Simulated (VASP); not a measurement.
A run of VASP 6.6.1:

INCAR

```
SYSTEM = KF
PREC = Accurate ; ENCUT = 520
EDIFF = 1E-6 ; ISMEAR = 0
SIGMA = 0.05 ; LREAL = .False.
LASPH = .True. ; NELM = 80
ALGO = Normal ; ISIF = 2
LWAVE = .False. ; LCHARG = .False.
GGA = PE ; NBANDS = 15
```

Contents of KPOINTS:

```
Automatic mesh
0
Gamma
  8 8 8
  0 0 0
```

Contents of POSCAR:

```
KF
1.0
    0.0000000000      2.5398250000      2.8071750000
    2.5398250000      0.0000000000      2.8071750000
    2.5398250000      2.5398250000      0.0000000000
K F
1 1
Direct
    0.0000000000      0.0000000000      0.0000000000
    0.5000000000      0.5000000000      0.5000000000
```

Potentials or basis: VASP PAW PBE potentials, release 64 (K_sv, F).

The run is started by

```bash
$ cat potpaw_PBE.64/K_sv/POTCAR potpaw_PBE.64/F/POTCAR > POTCAR
$ mpirun -np 1 vasp_std > vasp.out
```

Hardware: 1 thread of Intel(R) Xeon(R) Platinum 8488C (Sapphire Rapids), with other jobs on the host.

**Question.** How long does it take, and how much memory?

**Answer.** It took 21 s on 1 thread of Intel(R) Xeon(R) Platinum 8488C (Sapphire Rapids) (shared host), peak memory 0.17 GiB. Counts: scf iterations 13, k points 59.
